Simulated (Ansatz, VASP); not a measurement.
MgCd2S3 in VASP and in Ansatz

```
Mg Cd S
1.0
     4.15123    0.00000    0.00000
    -2.07562    3.59507    0.00000
     0.00000    0.00000   20.17219
Mg Cd S
2 4 6
Direct
  0.66667 0.33333 0.50215
  0.66667 0.33333 0.83120
  0.33333 0.66667 0.99746
  0.33333 0.66667 0.33956
  0.33333 0.66667 0.66873
  0.66667 0.33333 0.16830
  0.33333 0.66667 0.12494
  0.33333 0.66667 0.46701
  0.33333 0.66667 0.79607
  0.66667 0.33333 0.29587
  0.66667 0.33333 0.62484
  0.66667 0.33333 0.95389
```

Alike in both runs: functional PBE; k mesh 6 × 6 × 1; occupations gaussian, width 0.1 eV; no spin polarisation.

Ansatz relaxed the structure, and its values are those at the end. VASP's run is a single point on that final structure, the one shown.

|  | VASP | Ansatz |
| --- | --- | --- |
| version | VASP 6.6.1 | Ansatz 0.2.0 |
| potentials or method | VASP PAW PBE potentials, release 64 (Mg, Cd, S), cutoff 520 eV | scalar-relativistic, plane waves, PAW |
| valence electrons in the cell | 88 | 136 |

VASP gave:

* gap on the k mesh at the Fermi level (eV): 1.53
* least direct gap on the mesh (eV): 1.53
* pressure (GPa): 0.1
* rms of the force components (eV/Å): 0.013

Task: Which values does Ansatz return?

Result: gap on the k mesh at the Fermi level (eV): 1.53; least direct gap on the mesh (eV): 1.53; pressure (GPa): -0.1; rms of the force components (eV/Å): 0.005.

With one functional, cell and mesh, what is left measures potentials, basis and numerics. VASP's potentials hold 88 valence electrons a cell and Ansatz's 136, so a difference there can come from the potentials and not from the codes.
